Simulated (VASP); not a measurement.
GaPt, 8 atoms in the cell. The structure is cubic, space group P2_13 (No. 198). Conventional cell: a = 4.951 Å, b = 4.951 Å, c = 4.951 Å, α = 90.00°, β = 90.00°, γ = 90.00°. Ga (site symmetry 3) has 7 Pt at 2.60 to 2.71 Å and 6 Ga at 3.07 Å within 3.4 Å. Pt (site symmetry 3) has 7 Ga at 2.60 to 2.71 Å and 6 Pt at 3.05 Å within 3.4 Å. 

| Quantity | Value |
| --- | --- |
| Program | VASP 6.6.1 |
| Task | single point |
| Functional | PBEsol |
| Potentials or basis | VASP PAW PBE potentials, release 64 (Ga_d, Pt) |
| Cutoff | 520 eV |
| k mesh | 8 × 8 × 8 |
| Occupations | gaussian, width 0.1 eV |
| Spin | no spin polarisation |
| Dipole correction | no |
| Further INCAR settings | ALGO = Fast; EDIFF = 1e-06; NBANDS = 56 |

Potentials or basis: VASP PAW PBE potentials, release 64 (Ga_d, Pt).

Launch:

```bash
$ cat potpaw_PBE.64/Ga_d/POTCAR potpaw_PBE.64/Pt/POTCAR > POTCAR
$ mpirun -np 1 vasp_std > vasp.out
```

Hardware: 1 thread of Intel(R) Xeon(R) 6975P-C (Granite Rapids), on a shared host.

Problem. Estimate the wall time of this run.

Solution. Run time: 3.6 min on 1 thread of Intel(R) Xeon(R) 6975P-C (Granite Rapids), on a shared host, peak memory 0.39 GiB. Counts: scf iterations 16, k points 45.
